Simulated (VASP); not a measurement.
Crystal: InAs.

```
In As
1.0
     0.00000    3.02400    3.02400
     3.02400    0.00000    3.02400
     3.02400    3.02400    0.00000
In As
1 1
Cartesian
  0.0000 0.0000 0.0000
  4.5360 4.5360 4.5360
```

Base run:

- Program: VASP 6.6.1
- Functional: r2SCAN
- Potentials or basis: VASP PAW PBE potentials, release 64 (In_d, As)
- Cutoff: 520 eV
- k mesh: 10 × 10 × 10
- Occupations: fermi-dirac, width 0.08 eV
- Spin: no spin polarisation

Its results: band gap on the k mesh 0.25 eV, direct; pressure 1.9 GPa.

Question: After a change of settings the same cell gave: band gap on the k mesh zero (filled and empty bands touch); pressure 3.9 GPa. Which change was it?
A. functional from r2SCAN to PBEsol
B. functional from r2SCAN to LDA; potentials or basis from VASP PAW PBE potentials, release 64 (In_d, As) to VASP PAW LDA potentials, release 64 (In_d, As)
C. functional from r2SCAN to PBE

Answer: C.

r2SCAN gives the wider gap, since meta-GGAs in the generalised Kohn-Sham scheme recover part of the derivative discontinuity.

Caveats: spin-orbit coupling is left out, which moves the levels of the heavy elements; the PAW data sets were made with another functional, which shifts forces and pressure a little (some runs).
